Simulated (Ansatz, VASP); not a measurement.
# Two plane-wave programs on HfWS5

```
CELL_PARAMETERS angstrom
4.30789 0.00000 0.00000
0.00000 4.30789 0.00000
0.00000 0.00000 7.59599
ATOMIC_POSITIONS crystal
Hf 0.50000 0.50000 0.00000
W 0.00000 0.00000 0.50000
S 0.00000 0.50000 0.29907
S 0.00000 0.50000 0.70093
S 0.50000 0.00000 0.29907
S 0.50000 0.00000 0.70093
S 0.00000 0.00000 0.00000
```

Change from the starting cell: species swapped into the InPPd5 type (P4/mmm, No. 123).

Alike in both runs: task single point; functional PBE; k mesh 4 × 4 × 2; occupations gaussian, width 0.1 eV; no spin polarisation.

```csv
,VASP,Ansatz
version,VASP 6.6.1,Ansatz 0.2.0
potentials or method,"VASP PAW PBE potentials, release 64 (Hf_pv, W_sv, S), cutoff 520 eV","scalar-relativistic, plane waves, PAW"
valence electrons in the cell,54,70
```

Ansatz gave:

| Property | Result |
| --- | --- |
| gap on the k mesh at the Fermi level (eV) | none |
| pressure (GPa) | -14.6 |
| traceless stress, the component that is largest in VASP (GPa) | -1.29 |
| rms of the force components (eV/Å) | 0.172 |

Question: Which values does VASP return?

Answer: gap on the k mesh at the Fermi level (eV): none; pressure (GPa): -14.9; traceless stress, the component that is largest in VASP (GPa): -1.28; rms of the force components (eV/Å): 0.165.

Atom by atom the forces differ by 0.007 eV/Å (rms over components). A gap of «none» marks a metal or a gap that the smearing closes. The functional is the same, so the differences come from potentials, cutoffs and numerics. VASP's potentials hold 54 valence electrons a cell and Ansatz's 70, so a difference there can come from the potentials and not from the codes.

The k mesh is coarse, so the values compare programs but aren't converged. Spin-orbit coupling is off throughout.
